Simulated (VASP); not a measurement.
# NbTe (Pm-3m) in VASP: relaxation of cell and atoms with PBE

Aim: the relaxation of cell and atoms of NbTe with PBE.

Everything below comes from runs of VASP 6.6.1. Logs are shortened: lines on timing, memory, paths and dates and some standing lists are left out, and cuts for length are marked.

## 1. The cell of the first run

Symmetry: Pm-3m, No. 221, cubic system. Conventional cell: a = 3.431 Å, b = 3.431 Å, c = 3.431 Å, α = 90.00°, β = 90.00°, γ = 90.00°. Within 3.9 Å of Nb (site symmetry m-3m) lie 8 Te at 2.97 Å and 6 Nb at 3.43 Å. Within 3.9 Å of Te (site symmetry m-3m) lie 8 Nb at 2.97 Å and 6 Te at 3.43 Å.

## 2. Relaxation of cell and atoms, PBE, collinear spin

INCAR

```
PREC = Accurate ; ENCUT = 600
EDIFF = 1E-7 ; ISMEAR = 0
SIGMA = 0.1 ; LREAL = F
LASPH = T ; NELM = 150
ALGO = Fast ; ISIF = 3
LWAVE = F ; LCHARG = F
ISPIN = 2 ; MAGMOM = 0.53 0
LORBIT = 11 ; LMAXMIX = 4
GGA = PE ; IBRION = 2
NSW = 100 ; EDIFFG = -0.01
```

KPOINTS

```
regular mesh
0
Gamma
  16 16 16
```

POSCAR

```
NbTe
1.0
    3.4305665190      0.0000000000      0.0000000000
    0.0000000000      3.4305665190      0.0000000000
    0.0000000000      0.0000000000      3.4305665190
Nb Te
1 1
Direct
    0.5000000000      0.5000000000      0.5000000000
    0.0000000000      0.0000000000      0.0000000000
```

Potentials or basis: VASP PAW PBE potentials, release 64 (Nb_sv, Te).

On the command line:

```
cat potpaw_PBE.64/Nb_sv/POTCAR potpaw_PBE.64/Te/POTCAR > POTCAR
mpirun -np 1 vasp_std > vasp.out
```

OUTCAR:

```text
PREC = Accurate
   ENCUT = 600
   EDIFF = 1E-7
   ISMEAR = 0
   LREAL = F
   LASPH = T
   NELM = 150
   ISIF = 3
   ISPIN = 2
   LORBIT = 11
   GGA = PE
   IBRION = 2
   NSW = 100
   EDIFFG = -0.01

 ion  position               nearest neighbor table
   1  0.500  0.500  0.500-   2 2.97   2 2.97   2 2.97   2 2.97   2 2.97   2 2.97   2 2.97   2 2.97

   2  0.000  0.000  0.000-   1 2.97   1 2.97   1 2.97   1 2.97   1 2.97   1 2.97   1 2.97   1 2.97

  LATTYP: Found a simple cubic cell.
 ALAT       =     3.4305665190

  Lattice vectors:

 A1 = (   3.4305665190,   0.0000000000,   0.0000000000)
 A2 = (   0.0000000000,   3.4305665190,   0.0000000000)
 A3 = (   0.0000000000,   0.0000000000,   3.4305665190)

Analysis of symmetry for initial positions (statically):
=====================================================================
 Subroutine PRICEL returns:
 Original cell was already a primitive cell.

 Routine SETGRP: Setting up the symmetry group for a
 simple cubic supercell.

 Subroutine GETGRP returns: Found 48 space group operations
 (whereof 48 operations were pure point group operations)
 out of a pool of 48 trial point group operations.

The static configuration has the point symmetry O_h .

Analysis of symmetry for dynamics (positions and initial velocities):
=====================================================================
 Subroutine PRICEL returns:
 Original cell was already a primitive cell.

 Routine SETGRP: Setting up the symmetry group for a
 simple cubic supercell.

 Subroutine GETGRP returns: Found 48 space group operations
 (whereof 48 operations were pure point group operations)
 out of a pool of 48 trial point group operations.

The dynamic configuration has the point symmetry O_h .

Analysis of structural, dynamic, and magnetic symmetry:
=====================================================================
 Subroutine PRICEL returns:
 Original cell was already a primitive cell.

 Routine SETGRP: Setting up the symmetry group for a
 simple cubic supercell.

 Subroutine GETGRP returns: Found 48 space group operations
 (whereof 48 operations were pure point group operations)
 out of a pool of 48 trial point group operations.

The overall configuration has the point symmetry O_h .

 Subroutine INISYM returns: Found 48 space group operations
 (whereof 48 operations are pure point group operations),
 and found     1 'primitive' translations

----------------------------------------------------------------------------------------

                                     Primitive cell

  volume of cell :      40.3736

  direct lattice vectors                    reciprocal lattice vectors
     3.430566519  0.000000000  0.000000000     0.291497044  0.000000000  0.000000000
     0.000000000  3.430566519  0.000000000     0.000000000  0.291497044  0.000000000
     0.000000000  0.000000000  3.430566519     0.000000000  0.000000000  0.291497044

  length of vectors
     3.430566519  3.430566519  3.430566519     0.291497044  0.291497044  0.291497044

  position of ions in fractional coordinates (direct lattice)
     0.500000000  0.500000000  0.500000000
     0.000000000  0.000000000  0.000000000

  ion indices of the primitive-cell ions
   primitive index   ion index
                 1           1
                 2           2

----------------------------------------------------------------------------------------

 KPOINTS: regular mesh

Automatic generation of k-mesh.
 Grid dimensions read from file:
 generate k-points for:   16   16   16

 Generating k-lattice:

  Cartesian coordinates                     Fractional coordinates (reciprocal lattice)
     0.018218565  0.000000000  0.000000000     0.062500000  0.000000000  0.000000000
     0.000000000  0.018218565  0.000000000     0.000000000  0.062500000  0.000000000
     0.000000000  0.000000000  0.018218565     0.000000000  0.000000000  0.062500000

  Length of vectors
     0.018218565  0.018218565  0.018218565

  Shift w.r.t. Gamma in fractional coordinates (k-lattice)
     0.000000000  0.000000000  0.000000000

 Subroutine IBZKPT returns following result:
 ===========================================

 Found    165 irreducible k-points:

 Following reciprocal coordinates:
            Coordinates               Weight
  0.000000  0.000000  0.000000      1.000000
  0.062500  0.000000  0.000000      6.000000
  0.125000  0.000000  0.000000      6.000000
  0.187500  0.000000  0.000000      6.000000
  0.250000  0.000000  0.000000      6.000000
  0.312500  0.000000  0.000000      6.000000
[... 16 lines left out ...]
  0.437500  0.125000  0.000000     24.000000
  0.500000  0.125000  0.000000     12.000000
 [... further k-points ...]
   k-points           NKPTS =    165   k-points in BZ     NKDIM =    165   number of bands    NBANDS=     13
   number of dos      NEDOS =    301   number of ions     NIONS =      2
   total plane-waves  NPLWV =  21952
   dimension x,y,z NGX =    28 NGY =   28 NGZ =   28
   dimension x,y,z NGXF=    56 NGYF=   56 NGZF=   56
   ions per type =               1   1
   NGX,Y,Z   is equivalent  to a cutoff of  13.57, 13.57, 13.57 a.u.
   NGXF,Y,Z  is equivalent  to a cutoff of  27.14, 27.14, 27.14 a.u.
 SYSTEM =  unknown system
   PREC   = accura    normal or accurate (medium, high low for compatibility)
   ISTART =      0    job   : 0-new  1-cont  2-samecut
   ICHARG =      2    charge: 1-file 2-atom 10-const
   ISPIN  =      2    spin polarized calculation?
   LNONCOLLINEAR =      F non collinear calculations
   LSORBIT =      F    spin-orbit coupling
   LASPH  =      T    aspherical Exc in radial PAW
   ENCUT  =  600.0 eV  44.10 Ry    6.64 a.u.   6.85  6.85  6.85*2*pi/ulx,y,z
   NELM   =    150;   NELMIN=  2; NELMDL= -5     # of ELM steps
   EDIFF  = 0.1E-06   stopping-criterion for ELM
   LREAL  =      F    real-space projection
   EDIFFG = -.1E-01   stopping-criterion for IOM
   NSW    =    100    number of steps for IOM
   IBRION =      2    ionic relax: 0-MD 1-quasi-New 2-CG
   NFREE  =      1    steps in history (QN), initial steepest desc. (CG)
   ISIF   =      3    stress and relaxation
   ISYM   =      2    0-nonsym 1-usesym 2-fastsym
   POTIM  = 0.5000    time-step for ionic-motion
   TEBEG  =    0.0;   TEEND  =   0.0 temperature during run
   PSTRESS=    0.0 pullay stress
   NELECT =      19.0000    total number of electrons
   NUPDOWN=      -1.0000    fix difference up-down
   EMIN   =  10.00;   EMAX   =-10.00  energy-range for DOS
   EFERMI =   0.00;   METHOD = LEGACY
   ISMEAR =     0;   SIGMA  =   0.10  broadening in eV -4-tet -1-fermi 0-gaus
   EFERMI_NEDOS =   21; number of points for ismear=-14 and -15
   IALGO  =     68    algorithm
   IMIX   =      4    mixing-type and parameters
     AMIX     =   0.40;   BMIX     =  1.00
     AMIX_MAG =   1.60;   BMIX_MAG =  1.00
  volume/ion in A,a.u.               =      20.19       136.23
  Fermi-wavevector in a.u.,A,eV,Ry     =   1.273386  2.406351 22.062021  1.621513
  Thomas-Fermi vector in A             =   2.406213
   LORBIT       =     11    0 simple, 1 ext, 2 COOP (PROOUT), +10 PAW based schemes
   GGA     = PE    functional components
   LHFCALC =     F    Hartree Fock is set to
   AEXX    =    0.0000 exact exchange contribution
   IVDW    =     0    specifies the selected vdW correction
   LEPSILON=     F    determine dielectric tensor
   LRPA    =     F    only Hartree local field effects (RPA)
 conjugate gradient relaxation of ions
 spin polarized calculation
 RMM-DIIS sequential band-by-band and
 Gauss-broadening in eV      SIGMA  =   0.10
  energy-cutoff  :      600.00
  volume of cell :       40.37
 maximum number of plane-waves:      1376
 NGX is ok and might be reduce to    28
   NGX = 13   NGY = 13   NGZ = 13

--------------------------------------- Ionic step        1  -------------------------------------------

 number of electron      18.9999999 magnetization       0.0001512

 Free energy of the ion-electron system (eV)
  ---------------------------------------------------
  ext. energy  EPLUGINS =         0.00000000
  ---------------------------------------------------
  free energy    TOTEN  =       -13.49928609 eV

  energy without entropy =      -13.48825332  energy(sigma->0) =      -13.49376971

------------------------ aborting loop because EDIFF is reached ----------------------------------------

  FORCE on cell =-STRESS in cart. coord.  units (eV):
  Direction    XX          YY          ZZ          XY          YZ          ZX
  --------------------------------------------------------------------------------------
  -------------------------------------------------------------------------------------
  Total       -0.1846860     -0.1846860     -0.1846860     -0.0000000      0.0000000     -0.0000000
  in kB       -7.3290378     -7.3290378     -7.3290378     -0.0000000      0.0000000     -0.0000000
  external PRESSURE =      -7.3290378 kB  Pullay stress =       0.0000000 kB
[... 61 lines left out ...]
--------------------------------------- Ionic step        3  -------------------------------------------

 number of electron      18.9999999 magnetization      -0.0000345

 number of electron      18.9999999 magnetization       0.0000030

 Free energy of the ion-electron system (eV)
  ---------------------------------------------------
  ext. energy  EPLUGINS =         0.00000000
  ---------------------------------------------------
  free energy    TOTEN  =       -13.49987294 eV

  energy without entropy =      -13.48903445  energy(sigma->0) =      -13.49445370

 E-fermi :  12.1030     XC(G=0): -11.8189

 val. band max:       12.1017369159   @ k =   0.3125   0.3125   0.0000
 cond. band min:      12.1120129394   @ k =   0.5000   0.3125   0.0000
 fundamental gap:      0.0102760235
 Fermi energy:        12.1030306535

 spin component 1

 k-point     1 :       0.0000    0.0000    0.0000
  band No.  band energies     occupation
      1     -43.1981      1.00000
      2     -19.2083      1.00000
      3     -19.2083      1.00000
      4     -19.2083      1.00000
      5      -2.2942      1.00000
      6       9.4239      1.00000
      7       9.4239      1.00000
      8      10.8901      1.00000
      9      10.8901      1.00000
     10      10.8901      1.00000
     11      13.1430      0.00000
     12      13.1430      0.00000
     13      13.1437      0.00000
[... 353 lines left out ...]
 k-point    24 :       0.5000    0.1250    0.0000
  band No.  band energies     occupation
      1     -43.1838      1.00000
      2     -19.4037      1.00000
      3     -19.2147      1.00000
      4     -19.1848      1.00000
      5      -0.4772      1.00000
      6       4.5018      1.00000
      7       8.8040      1.00000
      8       9.4736      1.00000
      9      10.2943      1.00000
     10      12.9870      0.00000
     11      14.3196      0.00000
     12      15.4406      0.00000
     13      16.3806      0.00000

 [... further k-points ...]

 spin component 2

 k-point     1 :       0.0000    0.0000    0.0000
  band No.  band energies     occupation
      1     -43.1981      1.00000
      2     -19.2083      1.00000
      3     -19.2083      1.00000
      4     -19.2083      1.00000
      5      -2.2942      1.00000
      6       9.4239      1.00000
      7       9.4239      1.00000
      8      10.8901      1.00000
      9      10.8901      1.00000
     10      10.8901      1.00000
     11      13.1430      0.00000
     12      13.1430      0.00000
     13      13.1431      0.00000
[... 397 lines left out ...]
  FREE ENERGIE OF THE ION-ELECTRON SYSTEM (eV)
  ---------------------------------------------------
  free  energy   TOTEN  =       -13.4998729449 eV

  energy  without entropy=      -13.4890344529  energy(sigma->0) =      -13.49445370

 reached required accuracy - stopping structural energy minimisation

 total charge

# of ion       s       p       d       tot
------------------------------------------
    1        2.133   5.969   2.524  10.626
    2        1.344   1.982   0.120   3.447
--------------------------------------------------
tot          3.477   7.952   2.644  14.073

 magnetization (x)

# of ion       s       p       d       tot
------------------------------------------
    1       -0.000   0.000   0.000   0.000
    2       -0.000  -0.000  -0.000  -0.000
--------------------------------------------------
tot         -0.000  -0.000   0.000   0.000
```

Wall time 14 min (1 thread of Oxide Virtual Turin-like, shared host); peak memory 0.29 GiB.

What came out:

```
Free energy                                           : -13.4999 eV
Relaxed volume                                        : 20.07 Å³/atom
Relaxed cell                                          : a = 3.424 Å, b = 3.424 Å, c = 3.424 Å, α = 90.00°, β = 90.00°, γ = 90.00°
Space group after relaxing (to 0.1 Å)                 : Pm-3m (No. 221)
Energy gained by relaxing                             : 0.3 meV/atom
Ionic steps                                           : 3
Pressure after relaxing                               : 0.0 GPa
Net moment                                            : 0.00 μB per cell
Valence electrons inside the program's atomic spheres : Nb 10.63; Te 3.45
```

Step by step:
| step | energy change (eV) | largest force (eV/Å) | pressure (GPa) | volume (Å³) |
| --- | --- | --- | --- | --- |
| 1 | 0.0000 | 0.0000 | -0.73 | 40.37 |
| 2 | 0.0003 | 0.0000 | 0.99 | 39.84 |
| 3 | -0.0006 | 0.0000 | 0.01 | 40.13 |

Final structure:
```yaml
crystal:
  lattice:
    - [3.42372, 0.00000, 0.00000]
    - [0.00000, 3.42372, 0.00000]
    - [0.00000, 0.00000, 3.42372]
  atoms:
    - { symbol: Nb, position: [0.50000, 0.50000, 0.50000] }
    - { symbol: Te, position: [0.00000, 0.00000, 0.00000] }
```

Levels at points of the mesh, in eV from the Fermi level:
Spin up:
| k point | band 8 | band 9 | band 10 | band 11 | band 12 | band 13 |
| --- | --- | --- | --- | --- | --- | --- |
| (0.00, 0.00, 0.00) | -1.21 | -1.21 | -1.21 | 1.04 | 1.04 | 1.04 |
| (0.50, 0.00, 0.00) | -2.82 | -1.93 | 1.19 | 2.26 | 4.50 | 4.78 |
| (0.50, 0.50, 0.00) | -2.63 | -0.38 | -0.38 | 0.60 | 1.20 | 2.48 |
| (0.50, 0.50, 0.50) | -6.45 | 2.05 | 2.05 | 2.05 | 2.59 | 2.59 |
Spin down:
| k point | band 7 | band 8 | band 9 | band 10 | band 11 | band 12 | band 13 |
| --- | --- | --- | --- | --- | --- | --- | --- |
| (0.00, 0.00, 0.00) | -2.68 | -1.21 | -1.21 | -1.21 | 1.04 | 1.04 | 1.04 |
| (0.50, 0.00, 0.00) | -2.82 | -2.82 | -1.93 | 1.19 | 2.26 | 4.50 | 4.78 |
| (0.50, 0.50, 0.00) | -5.56 | -2.63 | -0.38 | -0.38 | 0.60 | 1.20 | 2.48 |
| (0.50, 0.50, 0.50) | -6.45 | -6.45 | 2.05 | 2.05 | 2.05 | 2.59 | 2.59 |

Caveat: spin-orbit coupling is left out, which moves the levels of the heavy elements.
